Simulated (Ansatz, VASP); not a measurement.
# One calculation of MgTl2, two programs

```
Mg Tl
1.0
     0.00000    4.26354    4.26354
     4.26354    0.00000    4.26354
     4.26354    4.26354    0.00000
Mg Tl
2 4
Direct
  0.00000 0.00000 0.00000
  0.25000 0.25000 0.25000
  0.62500 0.62500 0.62500
  0.12500 0.62500 0.62500
  0.62500 0.62500 0.12500
  0.62500 0.12500 0.62500
```

Alike in both runs: task single point; functional PBE; k mesh 4 × 4 × 4; occupations gaussian, width 0.1 eV; no spin polarisation.

|  | VASP | Ansatz |
| --- | --- | --- |
| version | VASP 6.6.1 | Ansatz 0.2.0 |
| potentials or method | VASP PAW PBE potentials, release 64 (Mg, Tl_d), cutoff 520 eV | scalar-relativistic, plane waves, PAW |
| valence electrons in the cell | 56 | 72 |

```tsv
	VASP	Ansatz	Ansatz less VASP
gap on the k mesh at the Fermi level (eV)	none	none	-
pressure (GPa)	7.5	7.6	+0.09
```

A gap of «none» marks a metal or a gap that the smearing closes. VASP's potentials hold 56 valence electrons a cell and Ansatz's 72, so a difference there can come from the potentials and not from the codes.

Spin-orbit coupling is off throughout.
